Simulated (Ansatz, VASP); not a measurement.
# One calculation of MoS2, two programs

The input INCAR:

```
PREC = Accurate
ENCUT = 520
EDIFF = 1E-6
ISMEAR = 0
SIGMA = 0.01
LREAL = False
LASPH = True
NELM = 60
ALGO = Normal
ISIF = 2
LWAVE = False
LCHARG = False
GGA = PE
NBANDS = 20
```

Contents of KPOINTS:

```
Automatic mesh
0
Gamma
  12 12 4
```

File POSCAR:

```
MoS2
1.0
    3.1709601090      0.0000000000      0.0000000000
   -1.5854800545      2.7461320088      0.0000000000
    0.0000000000      0.0000000000      6.8100356761
Mo S
1 2
Direct
    0.0000000000      0.0000000000      0.0000000000
    0.3333333333      0.6666666667      0.2285274094
    0.3333333333      0.6666666667      0.7714725906
```

Input for Ansatz:

```yaml
crystal:
  lattice:
    - [3.170960109, 0.0, 0.0]
    - [-1.5854800545, 2.7461320088, 0.0]
    - [0.0, 0.0, 6.8100356761]
  atoms:
    - { symbol: Mo, position: [0.0, 0.0, 0.0] }
    - { symbol: S, position: [0.3333333333, 0.6666666667, 0.2285274094] }
    - { symbol: S, position: [0.3333333333, 0.6666666667, 0.7714725906] }
kpoints:
  mp_grid: { grid: [12, 12, 4] }
  band_path:
    path:
      - [0.0, 0.0, 0.0]
      - [0.5, 0.0, 0.0]
      - [0.3333333333, 0.3333333333, 0.0]
      - [0.0, 0.0, 0.5]
      - [0.5, 0.0, 0.5]
      - [0.3333333333, 0.3333333333, 0.5]
    npoints: 1
hamiltonian:
  xc: pbe
scf:
  occupations: { method: fixed }
  n_extra_bands: 4
output:
  forces: true
  stress: true
  eigenvalues: true
```

Alike in both runs: task single point; functional PBE; k mesh 12 × 12 × 4; no spin polarisation.

```csv
,VASP,Ansatz
version,VASP 6.6.1,Ansatz 0.2.0
potentials or method,"VASP PAW PBE potentials, release 64 (Mo_sv, S)","plane waves, PAW"
plane-wave cutoff (eV),520,420
occupations,"gaussian, width 0.01 eV",fixed
valence electrons in the cell,26,26
```

Ansatz gave:

- gap on the k mesh at the Fermi level (eV): 1.27
- pressure (GPa): 2.1
- traceless stress, the component that is largest in VASP (GPa): 0.69
- rms of the force components (eV/Å): 0.064

What did VASP give for the same quantities?

gap on the k mesh at the Fermi level (eV): 1.28; pressure (GPa): 2.0; traceless stress, the component that is largest in VASP (GPa): 0.65; rms of the force components (eV/Å): 0.059.

Atom by atom the forces differ by 0.006 eV/Å (rms over components).
